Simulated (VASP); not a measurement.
Here is a VASP 6.6.1 calculation.

INCAR

```
SYSTEM = CoIrC4N4
  ALGO = Normal
  EDIFF = 1E-7
  EDIFFG = -0.01
  ENCUT = 600
  GGA = PE
  GGA_COMPAT = .False.
  IBRION = 2
  ISIF = 3
  ISMEAR = 0
  ISPIN = 2
  KPAR = 4
  LASPH = .True.
  LCHARG = .False.
  LMAXMIX = 4
  LORBIT = 11
  LREAL = .False.
  LWAVE = .False.
  MAGMOM = -2.12 0.69 0 0 0 0 0 0 0 0
  NELM = 200
  NELMIN = 4
  NSW = 100
  PREC = Accurate
  SIGMA = 0.1
```

Contents of KPOINTS:

```
k-points
0
Gamma
  8 8 8
  0 0 0
```

Contents of POSCAR:

```
CoIrC4N4
1.0
    5.7969093492      0.0000000000      0.0000000000
    0.0000000000      5.7969093492      0.0000000000
    0.0000000000      0.0000000000      5.7969093492
Co Ir C N
1 1 4 4
Direct
    0.5000000000      0.5000000000      0.5000000000
    0.0000000000      0.0000000000      0.0000000000
    0.1945103147      0.1945103147      0.1945103147
    0.1945103147      0.8054896853      0.8054896853
    0.8054896853      0.1945103147      0.8054896853
    0.8054896853      0.8054896853      0.1945103147
    0.3121464911      0.3121464911      0.3121464911
    0.3121464911      0.6878535089      0.6878535089
    0.6878535089      0.3121464911      0.6878535089
    0.6878535089      0.6878535089      0.3121464911
```

Potentials or basis: VASP PAW PBE potentials, release 64 (Co, Ir, C, N).

Launch:

```bash
$ cat potpaw_PBE.64/Co/POTCAR potpaw_PBE.64/Ir/POTCAR potpaw_PBE.64/C/POTCAR potpaw_PBE.64/N/POTCAR > POTCAR
$ mpirun -np 4 vasp_std > vasp.out
```

(1) Predict the net moment.

(2) Predict the relaxed cell.

(3) What does it give for the site moments?

(4) Predict the relaxed volume.

## Answers

(1) -0.05 μB per cell.

(2) a = 5.794 Å, b = 5.794 Å, c = 5.794 Å, α = 90.00°, β = 90.00°, γ = 90.00°.

(3) Co -2.09; Ir +1.17; C +0.01; N +0.08 μB.

(4) 19.45 Å³/atom.
